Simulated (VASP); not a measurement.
# Sc3InC (Pm-3m) in VASP: a series of runs

Sc3InC is run at these levels: LDA; tasks: single point.

Program: VASP 6.6.1. These are calculated values, not measurements. Logs are shortened: lines on timing, memory, paths and dates and some standing lists are left out, and cuts for length are marked.

## Step 1: The cell of the first run

It takes space group Pm-3m (No. 221, cubic). The conventional cell has a = 4.630 Å, b = 4.630 Å, c = 4.630 Å, α = 90.00°, β = 90.00°, γ = 90.00°. Sc (site symmetry 4/mmm) has 2 C at 2.32 Å within 3.1 Å. Within 4.3 Å of In (site symmetry m-3m) lie 12 Sc at 3.27 Å and 8 C at 4.01 Å. C (site symmetry m-3m) has 6 Sc at 2.32 Å within 3.1 Å.

## Step 2: Single point, LDA

The input, INCAR:

```
  PREC = Accurate
  ENCUT = 520
  EDIFF = 1E-7
  ISMEAR = -1
  SIGMA = 0.01
  LREAL = False
  LASPH = True
  NELM = 60
  ALGO = Normal
  ISIF = 2
  LWAVE = False
  LCHARG = True
  LELF = True
  LVHAR = True
  NBANDS = 33
```

The input, KPOINTS:

```
Automatic mesh
0
Gamma
  5 5 5
```

The input, POSCAR:

```
Sc3InC
1.0
    4.6301232226      0.0000000000      0.0000000000
    0.0000000000      4.6301232226      0.0000000000
    0.0000000000      0.0000000000      4.6301232226
Sc In C
3 1 1
Direct
    0.5000000000      0.0000000000      0.5000000000
    0.0000000000      0.5000000000      0.5000000000
    0.5000000000      0.5000000000      0.0000000000
    0.0000000000      0.0000000000      0.0000000000
    0.5000000000      0.5000000000      0.5000000000
```

Potentials or basis: VASP PAW LDA potentials, release 64 (Sc_sv, In_d, C).

On the command line:

```
$ cat potpaw_LDA.64/Sc_sv/POTCAR potpaw_LDA.64/In_d/POTCAR potpaw_LDA.64/C/POTCAR > POTCAR
$ mpirun -np 1 vasp_std > vasp.out
```

OUTCAR:

```text
PREC = Accurate
   ENCUT = 520
   EDIFF = 1E-7
   ISMEAR = -1
   LREAL = False
   LASPH = True
   NELM = 60
   ISIF = 2

 ion  position               nearest neighbor table
   1  0.500  0.000  0.500-   5 2.32   5 2.32   4 3.27   2 3.27   3 3.27   4 3.27   2 3.27   3 3.27
                             3 3.27   3 3.27   2 3.27   4 3.27   4 3.27   2 3.27
   2  0.000  0.500  0.500-   5 2.32   5 2.32   4 3.27   1 3.27   3 3.27   4 3.27   1 3.27   4 3.27
                             4 3.27   1 3.27   3 3.27   3 3.27   3 3.27   1 3.27
   3  0.500  0.500  0.000-   5 2.32   5 2.32   4 3.27   1 3.27   1 3.27   2 3.27   2 3.27   1 3.27
                             4 3.27   1 3.27   2 3.27   4 3.27   2 3.27   4 3.27
   4  0.000  0.000  0.000-   1 3.27   2 3.27   3 3.27   1 3.27   2 3.27   2 3.27   3 3.27   2 3.27
                             1 3.27   3 3.27   1 3.27   3 3.27
   5  0.500  0.500  0.500-   1 2.32   2 2.32   3 2.32   3 2.32   1 2.32   2 2.32

  LATTYP: Found a simple cubic cell.
 ALAT       =     4.6301232226

  Lattice vectors:

 A1 = (   4.6301232226,   0.0000000000,   0.0000000000)
 A2 = (   0.0000000000,   4.6301232226,   0.0000000000)
 A3 = (   0.0000000000,   0.0000000000,   4.6301232226)

Analysis of symmetry for initial positions (statically):
=====================================================================
 Subroutine PRICEL returns:
 Original cell was already a primitive cell.

 Routine SETGRP: Setting up the symmetry group for a
 simple cubic supercell.

 Subroutine GETGRP returns: Found 48 space group operations
 (whereof 48 operations were pure point group operations)
 out of a pool of 48 trial point group operations.

The static configuration has the point symmetry O_h .

Analysis of symmetry for dynamics (positions and initial velocities):
=====================================================================
 Subroutine PRICEL returns:
 Original cell was already a primitive cell.

 Routine SETGRP: Setting up the symmetry group for a
 simple cubic supercell.

 Subroutine GETGRP returns: Found 48 space group operations
 (whereof 48 operations were pure point group operations)
 out of a pool of 48 trial point group operations.

The dynamic configuration has the point symmetry O_h .

 Subroutine INISYM returns: Found 48 space group operations
 (whereof 48 operations are pure point group operations),
 and found     1 'primitive' translations

----------------------------------------------------------------------------------------

                                     Primitive cell

  volume of cell :      99.2608

  direct lattice vectors                    reciprocal lattice vectors
     4.630123223  0.000000000  0.000000000     0.215976973  0.000000000  0.000000000
     0.000000000  4.630123223  0.000000000     0.000000000  0.215976973  0.000000000
     0.000000000  0.000000000  4.630123223     0.000000000  0.000000000  0.215976973

  length of vectors
     4.630123223  4.630123223  4.630123223     0.215976973  0.215976973  0.215976973

  position of ions in fractional coordinates (direct lattice)
     0.500000000  0.000000000  0.500000000
     0.000000000  0.500000000  0.500000000
     0.500000000  0.500000000  0.000000000
     0.000000000  0.000000000  0.000000000
     0.500000000  0.500000000  0.500000000

  ion indices of the primitive-cell ions
   primitive index   ion index
                 1           1
                 2           2
                 3           3
                 4           4
                 5           5

----------------------------------------------------------------------------------------

 KPOINTS: Automatic mesh

Automatic generation of k-mesh.
 Grid dimensions read from file:
 generate k-points for:    5    5    5

 Generating k-lattice:

  Cartesian coordinates                     Fractional coordinates (reciprocal lattice)
     0.043195395  0.000000000  0.000000000     0.200000000  0.000000000  0.000000000
     0.000000000  0.043195395  0.000000000     0.000000000  0.200000000  0.000000000
     0.000000000  0.000000000  0.043195395     0.000000000  0.000000000  0.200000000

  Length of vectors
     0.043195395  0.043195395  0.043195395

  Shift w.r.t. Gamma in fractional coordinates (k-lattice)
     0.000000000  0.000000000  0.000000000

 Subroutine IBZKPT returns following result:
 ===========================================

 Found     10 irreducible k-points:

 Following reciprocal coordinates:
            Coordinates               Weight
  0.000000  0.000000  0.000000      1.000000
  0.200000  0.000000  0.000000      6.000000
  0.400000  0.000000  0.000000      6.000000
  0.200000  0.200000  0.000000     12.000000
  0.400000  0.200000  0.000000     24.000000
  0.400000  0.400000  0.000000     12.000000
  0.200000  0.200000  0.200000      8.000000
  0.400000  0.200000  0.200000     24.000000
  0.400000  0.400000  0.200000     24.000000
  0.400000  0.400000  0.400000      8.000000
   k-points           NKPTS =     10   k-points in BZ     NKDIM =     10   number of bands    NBANDS=     33
   number of dos      NEDOS =    301   number of ions     NIONS =      5
   total plane-waves  NPLWV =  46656
   dimension x,y,z NGX =    36 NGY =   36 NGZ =   36
   dimension x,y,z NGXF=    72 NGYF=   72 NGZF=   72
   ions per type =               3   1   1
   NGX,Y,Z   is equivalent  to a cutoff of  12.93, 12.93, 12.93 a.u.
   NGXF,Y,Z  is equivalent  to a cutoff of  25.85, 25.85, 25.85 a.u.
 SYSTEM =  unknown system
   PREC   = accura    normal or accurate (medium, high low for compatibility)
   ISTART =      0    job   : 0-new  1-cont  2-samecut
   ICHARG =      2    charge: 1-file 2-atom 10-const
   ISPIN  =      1    spin polarized calculation?
   LNONCOLLINEAR =      F non collinear calculations
   LSORBIT =      F    spin-orbit coupling
   LASPH  =      T    aspherical Exc in radial PAW
   ENCUT  =  520.0 eV  38.22 Ry    6.18 a.u.   8.61  8.61  8.61*2*pi/ulx,y,z
   NELM   =     60;   NELMIN=  2; NELMDL= -5     # of ELM steps
   EDIFF  = 0.1E-06   stopping-criterion for ELM
   LREAL  =      F    real-space projection
   EDIFFG = 0.1E-05   stopping-criterion for IOM
   NSW    =      0    number of steps for IOM
   IBRION =     -1    ionic relax: 0-MD 1-quasi-New 2-CG
   NFREE  =      0    steps in history (QN), initial steepest desc. (CG)
   ISIF   =      2    stress and relaxation
   ISYM   =      2    0-nonsym 1-usesym 2-fastsym
   POTIM  = 0.5000    time-step for ionic-motion
   TEBEG  =    0.0;   TEEND  =   0.0 temperature during run
   PSTRESS=    0.0 pullay stress
   NELECT =      50.0000    total number of electrons
   NUPDOWN=      -1.0000    fix difference up-down
   EMIN   =  10.00;   EMAX   =-10.00  energy-range for DOS
   EFERMI =   0.00;   METHOD = LEGACY
   ISMEAR =    -1;   SIGMA  =   0.01  broadening in eV -4-tet -1-fermi 0-gaus
   EFERMI_NEDOS =   21; number of points for ismear=-14 and -15
   IALGO  =     38    algorithm
   IMIX   =      4    mixing-type and parameters
     AMIX     =   0.40;   BMIX     =  1.00
     AMIX_MAG =   1.60;   BMIX_MAG =  1.00
  volume/ion in A,a.u.               =      19.85       133.97
  Fermi-wavevector in a.u.,A,eV,Ry     =   1.302584  2.461526 23.085333  1.696724
  Thomas-Fermi vector in A             =   2.433642
   LORBIT       =      0    0 simple, 1 ext, 2 COOP (PROOUT), +10 PAW based schemes
   GGA     = CA    functional components
   LHFCALC =     F    Hartree Fock is set to
   AEXX    =    0.0000 exact exchange contribution
   IVDW    =     0    specifies the selected vdW correction
   LEPSILON=     F    determine dielectric tensor
   LRPA    =     F    only Hartree local field effects (RPA)
 non-spin polarized calculation
  energy-cutoff  :      520.00
  volume of cell :       99.26
 maximum number of plane-waves:      2721
 NGX is ok and might be reduce to    36
   NGX = 17   NGY = 17   NGZ = 17

 number of electron      49.9999969 magnetization

 Free energy of the ion-electron system (eV)
  ---------------------------------------------------
  ext. energy  EPLUGINS =         0.00000000
  ---------------------------------------------------
  free energy    TOTEN  =       -36.89214462 eV

  energy without entropy =      -36.89170420  energy(sigma->0) =      -36.89192441

 E-fermi :   4.6903     XC(G=0): -10.7031

 val. band max:        4.6115458622   @ k =   0.2000   0.0000   0.0000
 cond. band min:       4.7063581282   @ k =   0.2000   0.0000   0.0000
 fundamental gap:      0.0948122660
 Fermi energy:         4.6903162431

 k-point     1 :       0.0000    0.0000    0.0000
  band No.  band energies     occupation
      1     -43.9837      2.00000
      2     -43.9201      2.00000
      3     -43.9201      2.00000
      4     -23.0764      2.00000
      5     -23.0764      2.00000
      6     -23.0764      2.00000
[... 25 lines left out ...]
     32       7.1934      0.00000
     33       7.1934      0.00000

 k-point     2 :       0.2000    0.0000    0.0000
  band No.  band energies     occupation
      1     -43.9784      2.00000
      2     -43.9254      2.00000
      3     -43.9200      2.00000
      4     -23.0625      2.00000
      5     -23.0625      2.00000
      6     -23.0577      2.00000
[... 25 lines left out ...]
     32       7.8848      0.00000
     33       8.1470      0.00000

 k-point     3 :       0.4000    0.0000    0.0000
  band No.  band energies     occupation
      1     -43.9659      2.00000
      2     -43.9378      2.00000
      3     -43.9199      2.00000
      4     -23.0327      2.00000
      5     -23.0327      2.00000
      6     -23.0180      2.00000
[... 25 lines left out ...]
     32       7.4575      0.00000
     33       7.9743      0.00000

 k-point     4 :       0.2000    0.2000    0.0000
  band No.  band energies     occupation
      1     -43.9734      2.00000
      2     -43.9273      2.00000
      3     -43.9229      2.00000
      4     -23.0731      2.00000
      5     -23.0487      2.00000
      6     -23.0269      2.00000
[... 169 lines left out ...]
     32       7.3923      0.00000
     33       7.4667      0.00000

 k-point     9 :       0.4000    0.4000    0.2000
  band No.  band energies     occupation
      1     -43.9496      2.00000
      2     -43.9390      2.00000
      3     -43.9345      2.00000
      4     -23.0898      2.00000
      5     -23.0623      2.00000
      6     -23.0455      2.00000
[... 25 lines left out ...]
     32       7.4904      0.00000
     33       7.5586      0.00000

 k-point    10 :       0.4000    0.4000    0.4000
  band No.  band energies     occupation
      1     -43.9450      2.00000
      2     -43.9389      2.00000
      3     -43.9389      2.00000
      4     -23.1014      2.00000
      5     -23.0849      2.00000
      6     -23.0849      2.00000
[... 25 lines left out ...]
     32       7.5534      0.00000
     33       7.5535      0.00000

------------------------ aborting loop because EDIFF is reached ----------------------------------------

  FORCE on cell =-STRESS in cart. coord.  units (eV):
  Direction    XX          YY          ZZ          XY          YZ          ZX
  --------------------------------------------------------------------------------------
  -------------------------------------------------------------------------------------
  Total       -6.2031100     -6.2031100     -6.2031100      0.0000000     -0.0000000      0.0000000
  in kB     -100.1249742   -100.1249742   -100.1249742      0.0000000     -0.0000000      0.0000000
  external PRESSURE =    -100.1249742 kB  Pullay stress =       0.0000000 kB

 VOLUME and BASIS-vectors are now :
 -----------------------------------------------------------------------------
  energy-cutoff  :      520.00
  volume of cell :       99.26
      direct lattice vectors                 reciprocal lattice vectors
     4.630123223  0.000000000  0.000000000     0.215976973  0.000000000  0.000000000
     0.000000000  4.630123223  0.000000000     0.000000000  0.215976973  0.000000000
     0.000000000  0.000000000  4.630123223     0.000000000  0.000000000  0.215976973

 POSITION                                       TOTAL-FORCE (eV/Angst)
 -----------------------------------------------------------------------------------
      2.31506      0.00000      2.31506         0.000000      0.000000      0.000000
      0.00000      2.31506      2.31506         0.000000      0.000000      0.000000
      2.31506      2.31506      0.00000         0.000000      0.000000      0.000000
      0.00000      0.00000      0.00000         0.000000      0.000000      0.000000
      2.31506      2.31506      2.31506         0.000000      0.000000      0.000000
 -----------------------------------------------------------------------------------
    total drift:                                0.000000      0.000000      0.000000

  FREE ENERGIE OF THE ION-ELECTRON SYSTEM (eV)
  ---------------------------------------------------
  free  energy   TOTEN  =       -36.8921446167 eV

  energy  without entropy=      -36.8917041973  energy(sigma->0) =      -36.89192441
```

It took 33 s on 1 thread of Intel Xeon Platinum 8375C at 2.90GHz (Ice Lake), shared host; peak memory 0.18 GiB.

Results:

| Item | Value |
| --- | --- |
| Free energy | -36.8921 eV |
| Pressure | -10.0 GPa |
| Band gap on the k mesh | zero (band 25 reaches 4.79 eV, above the bottom of band 26 at 4.71 eV) |

Caveat: spin-orbit coupling is left out, which moves the levels of the heavy elements.

## Step 3: Single point, LDA

This run uses another cell than the first one, of 20.35 Å³/atom, 1.025 times its volume.

The input, INCAR:

```
PREC = Accurate
ENCUT = 520
EDIFF = 1E-6
ISMEAR = -1
SIGMA = 0.01
LREAL = F
LASPH = T
NELM = 60
ALGO = Normal
ISIF = 2
LWAVE = F
LCHARG = F
GGA = CA
NBANDS = 33
```

The input, KPOINTS:

```
regular mesh
0
Gamma
  5 5 5
```

POSCAR: that of step 2 with these lines changed.

```diff
@@ -2,5 +2,5 @@
 1.0
-    4.6301232226      0.0000000000      0.0000000000
-    0.0000000000      4.6301232226      0.0000000000
-    0.0000000000      0.0000000000      4.6301232226
+    4.6688708251      0.0000000000      0.0000000000
+    0.0000000000      4.6688708251      0.0000000000
+    0.0000000000      0.0000000000      4.6688708251
 Sc In C
```

Potentials or basis: VASP PAW LDA potentials, release 64 (Sc_sv, In_d, C).

On the command line:

```
$ cat potpaw_LDA.64/Sc_sv/POTCAR potpaw_LDA.64/In_d/POTCAR potpaw_LDA.64/C/POTCAR > POTCAR
$ mpirun -np 1 vasp_std > vasp.out
```

Wall time 27 s (1 thread of Intel Xeon Platinum 8375C at 2.90GHz (Ice Lake), shared host); peak memory 0.18 GiB.

Results (log left out):

| Item | Value |
| --- | --- |
| Free energy | -36.7231 eV |
| Pressure | -11.6 GPa |
| Band gap on the k mesh | zero (band 25 reaches 4.62 eV, above the bottom of band 26 at 4.53 eV) |

Levels at points of the mesh, in eV from the Fermi level:
| k point | band 21 | band 22 | band 23 | band 24 | band 25 | band 26 | band 27 | band 28 | band 29 | band 30 |
| --- | --- | --- | --- | --- | --- | --- | --- | --- | --- | --- |
| (0.00, 0.00, 0.00) | -1.05 | -1.05 | -0.24 | -0.24 | 0.11 | 0.11 | 0.11 | 2.38 | 2.38 | 2.38 |

Caveat: spin-orbit coupling is left out, which moves the levels of the heavy elements.
